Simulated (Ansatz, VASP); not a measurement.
CdS5: VASP beside Ansatz

Contents of INCAR:

```
PREC = Accurate
ENCUT = 600
EDIFF = 1E-6
ISMEAR = 0
SIGMA = 0.1
LREAL = False
LASPH = True
NELM = 60
ALGO = Normal
ISIF = 3
LWAVE = False
LCHARG = False
GGA = PE
IBRION = 2
NSW = 100
EDIFFG = -0.01
```

File KPOINTS:

```
regular mesh
0
Gamma
  12 12 8
```

POSCAR

```
CdS5
1.0
    5.5020784075      0.0000000000      0.0000000000
   -2.7510392037      4.7649396745      0.0000000000
    0.0000000000      0.0000000000      5.0204464620
Cd S
1 5
Direct
    0.0000000000      0.0000000000      0.5000000000
    0.3333333333      0.6666666667      0.3075519260
    0.3333333333      0.6666666667      0.6924480740
    0.6666666667      0.3333333333      0.6924480740
    0.6666666667      0.3333333333      0.3075519260
    0.0000000000      0.0000000000      0.0000000000
```

Input for Ansatz:

```yaml
crystal:
  lattice:
    - [5.5020784075, 0.0, 0.0]
    - [-2.7510392037, 4.7649396745, 0.0]
    - [0.0, 0.0, 5.020446462]
  atoms:
    - { symbol: Cd, position: [0.0, 0.0, 0.5] }
    - { symbol: S, position: [0.3333333333, 0.6666666667, 0.307551926] }
    - { symbol: S, position: [0.3333333333, 0.6666666667, 0.692448074] }
    - { symbol: S, position: [0.6666666667, 0.3333333333, 0.692448074] }
    - { symbol: S, position: [0.6666666667, 0.3333333333, 0.307551926] }
    - { symbol: S, position: [0.0, 0.0, 0.0] }
basis:
  ecutwfc: 420
kpoints:
  mp_grid: { grid: [12, 12, 8] }
hamiltonian:
  xc: pbe
scf:
  occupations: { method: gaussian, width: 0.1 }
output:
  forces: true
  stress: true
  eigenvalues: true
relax:
  adjacent_minimum: "off"
  f_tol: 0.01
  max_steps: 80
  cell: { stress_tol: 0.05 }
```

Alike in both runs: task relaxation of cell and atoms; functional PBE; k mesh 12 × 12 × 8; occupations gaussian, width 0.1 eV; no spin polarisation.

```csv
,VASP,Ansatz
version,VASP 6.6.1,Ansatz 0.2.0
potentials or method,"VASP PAW PBE potentials, release 64 (Cd, S), cutoff 600 eV","scalar-relativistic, plane waves, PAW"
valence electrons in the cell,42,50
```

Ansatz gave:

```
gap on the k mesh at the Fermi level, each at its own relaxed structure (eV) : none
relaxed volume (Å³/atom)                                                     : 21.82
relaxed cell length with the largest relative difference (Å)                 : 5.000
```

Task: What did VASP give for the same quantities?

Result: gap on the k mesh at the Fermi level, each at its own relaxed structure (eV): none; relaxed volume (Å³/atom): 21.90; relaxed cell length with the largest relative difference (Å): 5.013.

A gap of «none» marks a metal or a gap that the smearing closes. VASP's potentials hold 42 valence electrons a cell and Ansatz's 50, so a difference there can come from the potentials and not from the codes.
